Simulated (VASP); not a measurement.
Input of a VASP 6.6.1 run:

File INCAR:

```
PREC = Accurate ; ENCUT = 520
EDIFF = 1E-6 ; ISMEAR = -1
SIGMA = 0.1 ; LREAL = False
LASPH = True ; NELM = 100
ALGO = Normal ; ISIF = 2
LWAVE = False ; LCHARG = True
GGA = PS ; LELF = True
LVHAR = True ; NBANDS = 34
```

The input KPOINTS:

```
Automatic mesh
0
Gamma
  5 5 5
```

File POSCAR:

```
Tl3Zn
1.0
    4.8009890000      0.0000000000      0.0000000000
    0.0000000000      4.8009890000      0.0000000000
    0.0000000000      0.0000000000      4.8009890000
Zn Tl
1 3
Direct
    0.0000000000      0.0000000000      0.0000000000
    0.5000000000      0.0000000000      0.5000000000
    0.5000000000      0.5000000000      0.0000000000
    0.0000000000      0.5000000000      0.5000000000
```

Potentials or basis: VASP PAW PBE potentials, release 64 (Zn, Tl_d).

Run with:

```console
$ cat potpaw_PBE.64/Zn/POTCAR potpaw_PBE.64/Tl_d/POTCAR > POTCAR
$ mpirun -np 1 vasp_std > vasp.out
```

Estimate the pressure.

-2.6 GPa.

Caveat: the PAW data sets were made with another functional, which shifts forces and pressure a little.
